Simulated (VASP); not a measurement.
Set up this calculation in VASP 6.6.1, as the native input.

```yaml
Task: single point
Functional: PBE
Potentials_or_basis: VASP PAW PBE potentials, release 64 (Sn_d, O)
Cutoff: 520 eV
k_mesh: 6 × 6 × 8
Occupations: gaussian, width 0.02 eV
Spin: no spin polarisation
Dipole_correction: no
Further_INCAR_settings: ALGO = Normal; EDIFF = 1e-07; NBANDS = 35
```

The structure of SnO2 lies in POSCAR:

```
SnO2
1.0
    4.8995982029      0.0000000000      0.0000000000
    0.0000000000      4.8995982029      0.0000000000
    0.0000000000      0.0000000000      3.2090088775
Sn O
2 4
Direct
    0.5000000000      0.5000000000      0.5000000000
    0.0000000000      0.0000000000      0.0000000000
    0.1934234767      0.8065765233      0.5000000000
    0.8065765233      0.1934234767      0.5000000000
    0.3065765233      0.3065765233      0.0000000000
    0.6934234767      0.6934234767      0.0000000000
```

This cell differs from its parent crystal: biaxial strain in the a-b plane: +1.5 %.

These files were run (other wordings do the same):

INCAR

```
ALGO = Normal ; EDIFF = 1E-7
ENCUT = 520 ; GGA = PE
ISIF = 2 ; ISMEAR = 0
LASPH = T ; LCHARG = T
LELF = T ; LREAL = F
LVHAR = T ; LWAVE = F
NBANDS = 35 ; NELM = 60
PREC = Accurate ; SIGMA = 0.02
```

KPOINTS

```
k-points
0
Gamma
  6 6 8
```

Potentials or basis: VASP PAW PBE potentials, release 64 (Sn_d, O).

Run with:

```sh
$ cat potpaw_PBE.64/Sn_d/POTCAR potpaw_PBE.64/O/POTCAR > POTCAR
$ mpirun -np 1 vasp_std > vasp.out
```

Results of the run:

The pressure is -2.1 GPa and the largest force is 0.027 eV/Å. The band gap on the k mesh is 0.55 eV.

Caveat: the cell differs from its parent crystal (biaxial strain in the a-b plane: +1.5 %); spin-orbit coupling is left out, which moves the levels of the heavy elements.

Run time: 2.3 min on 1 thread of Intel Xeon 8259CL (shared host), peak memory 0.25 GiB.
